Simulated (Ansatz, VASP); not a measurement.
# Two plane-wave programs on InAs

```
CELL_PARAMETERS angstrom
0.00000 3.53803 3.53803
3.53803 0.00000 3.53803
3.53803 3.53803 0.00000
ATOMIC_POSITIONS crystal
In 0.00000 0.00000 0.00000
In 0.25000 0.25000 0.25000
As 0.50000 0.50000 0.50000
As 0.75000 0.75000 0.75000
```

Alike in both runs: task relaxation of cell and atoms; functional r2SCAN; k mesh 12 × 12 × 12; occupations gaussian, width 0.1 eV; no spin polarisation.

|  | VASP | Ansatz |
| --- | --- | --- |
| version | VASP 6.6.1 | Ansatz 0.2.0 |
| potentials or method | VASP PAW PBE potentials, release 64 (In_d, As), cutoff 600 eV | scalar-relativistic, plane waves, PAW |
| valence electrons in the cell | 36 | 56 |

```csv
,VASP,Ansatz,Ansatz less VASP
"gap on the k mesh at the Fermi level, each at its own relaxed structure (eV)",none,none,-
relaxed volume (Å³/atom),22.51,22.48,-0.032
relaxed length of the cell vector where the two differ most in proportion (Å),5.031,5.029,-0.0024
```

VASP's potentials were made for PBE, not for r2SCAN. A gap of «none» marks a metal or a gap that the smearing closes. VASP's potentials hold 36 valence electrons a cell and Ansatz's 56, so a difference there can come from the potentials and not from the codes.
